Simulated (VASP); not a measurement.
A run of VASP 6.6.1:

Contents of INCAR:

```
SYSTEM = Na
ALGO     = Normal         ! electronic algorithm
EDIFF    = 1E-6           ! SCF threshold, eV
EDIFFG   = -0.02          ! ionic threshold
ENCUT    = 600            ! plane-wave cutoff, eV
GGA      = PE             ! functional
IBRION   = 2              ! ionic algorithm
ISIF     = 3              ! what is computed and relaxed
ISMEAR   = 1              ! smearing method
LASPH    = .TRUE.         ! aspherical terms in the spheres
LCHARG   = .FALSE.        ! write CHGCAR
LREAL    = .FALSE.        ! projectors in reciprocal space
LWAVE    = .FALSE.        ! write WAVECAR
NELM     = 80             ! most SCF steps
NSW      = 80             ! ionic steps
PREC     = Accurate       ! precision mode
PSTRESS  = 100.0        
SIGMA    = 0.1            ! smearing width, eV
```

File KPOINTS:

```
k-points
0
G
  12 12 12
  0 0 0
```

The input POSCAR:

```
Na
1.0
    3.5100000000      0.0000000000      0.0000000000
    0.0000000000      3.5100000000      0.0000000000
    0.0000000000      0.0000000000      3.5100000000
Na
1
Direct
    0.0000000000      0.0000000000      0.0000000000
```

Potentials or basis: VASP PAW PBE potentials, release 64 (Na_pv).

Command:

```console
$ cat potpaw_PBE.64/Na_pv/POTCAR > POTCAR
$ mpirun -np 1 vasp_std > vasp.out
```

Hardware: 1 thread of Intel(R) Xeon(R) Platinum 8259CL CPU @ 2.50GHz (Skylake/Cascade Lake), on a shared host.

Task: Estimate the wall time of this run.

Result: Wall time 72 s on 1 thread of Intel(R) Xeon(R) Platinum 8259CL CPU @ 2.50GHz (Skylake/Cascade Lake), on a shared host, peak memory 0.17 GiB. Counts: scf iterations 62, k points 84, ion steps 14.
